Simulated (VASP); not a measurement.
Crystal: Br.

```
CELL_PARAMETERS angstrom
0.00000 3.24000 3.24000
3.24000 0.00000 3.24000
3.24000 3.24000 0.00000
ATOMIC_POSITIONS crystal
Br 0.00000 0.00000 0.00000
Br 0.25000 0.25000 0.25000
```

| Quantity | Value |
| --- | --- |
| Program | VASP 6.6.1 |
| Task | relaxation of cell and atoms |
| Functional | r2SCAN |
| Potentials or basis | VASP PAW PBE potentials, release 64 (Br) |
| Cutoff | 600 eV |
| k mesh | 6 × 6 × 6 |
| Occupations | fermi-dirac, width 0.02 eV |
| Spin | no spin polarisation |

At the start: pressure 6.0 GPa; volume 34.01 Å³/atom.

Where does the relaxation end?

Over 4 steps the energy falls by 123.9 meV/atom and the volume is 42.08 Å³/atom (+23.7 %); space group Fd-3m (No. 227, to 0.1 Å) before and after.

The path:
| step | energy change (eV) | largest force (eV/Å) | pressure (GPa) | volume (Å³) |
| --- | --- | --- | --- | --- |
| 1 | 0.0000 | 0.0000 | 6.05 | 68.02 |
| 2 | -0.2430 | 0.0000 | 0.59 | 81.46 |
| 3 | -0.2476 | 0.0000 | -0.11 | 84.68 |
| 4 | -0.2478 | 0.0000 | 0.00 | 84.16 |

Final structure:
```xyz
2
Lattice="0.0000 3.4783 3.4783 3.4783 0.0000 3.4783 3.4783 3.4783 0.0000" Properties=species:S:1:pos:R:3 pbc="T T T"
Br    0.0000    0.0000    0.0000
Br    1.7391    1.7391    1.7391
```

Caveat: the volume moved by over 15 % at a fixed basis, so the end points are rough; the PAW data sets were made with another functional, which shifts forces and pressure a little.
